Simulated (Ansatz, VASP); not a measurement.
Two plane-wave programs on InSb

File INCAR:

```
SYSTEM = InSb
PREC = Accurate ; ENCUT = 500
EDIFF = 1E-6 ; ISMEAR = -1
SIGMA = 0.15 ; LREAL = .False.
LASPH = .True. ; NELM = 120
ALGO = Normal ; ISIF = 2
LWAVE = .False. ; LCHARG = .False.
GGA = PS ; NBANDS = 16
GGA_COMPAT = .False.
```

File KPOINTS:

```
regular mesh
0
Gamma
  8 8 8
  0 0 0
```

POSCAR

```
InSb
1.0
    0.0000000000      3.2611000000      3.2611000000
    3.2611000000      0.0000000000      3.2611000000
    3.2611000000      3.2611000000      0.0000000000
In Sb
1 1
Direct
    0.0000000000      0.0000000000      0.0000000000
    0.2500000000      0.2500000000      0.2500000000
```

Input for Ansatz:

```yaml
crystal:
  lattice:
    - [0.0, 3.2611, 3.2611]
    - [3.2611, 0.0, 3.2611]
    - [3.2611, 3.2611, 0.0]
  atoms:
    - { symbol: In, position: [0.0, 0.0, 0.0] }
    - { symbol: Sb, position: [0.25, 0.25, 0.25] }
basis:
  ecutwfc: 420
kpoints:
  mp_grid: { grid: [8, 8, 8] }
hamiltonian:
  xc: pbesol
scf:
  occupations: { method: fermi_dirac, width: 0.15 }
output:
  forces: true
  stress: true
  eigenvalues: true
```

Alike in both runs: task single point; functional PBEsol; k mesh 8 × 8 × 8; occupations fermi-dirac, width 0.15 eV; no spin polarisation.

```csv
,VASP,Ansatz
version,VASP 6.6.1,Ansatz 0.2.0
potentials or method,"VASP PAW PBE potentials, release 64 (In_d, Sb), cutoff 500 eV","scalar-relativistic, plane waves, PAW"
valence electrons in the cell,18,28
```

```tsv
	VASP	Ansatz	Ansatz less VASP
gap on the k mesh at the Fermi level (eV)	none	none	-
pressure (GPa)	0.0	0.0	-0.02
```

VASP's potentials were made for PBE, not for PBEsol. A gap of «none» marks a metal or a gap that the smearing closes. VASP's potentials hold 18 valence electrons a cell and Ansatz's 28, so a difference there can come from the potentials and not from the codes.

Neither program's run includes spin-orbit coupling.
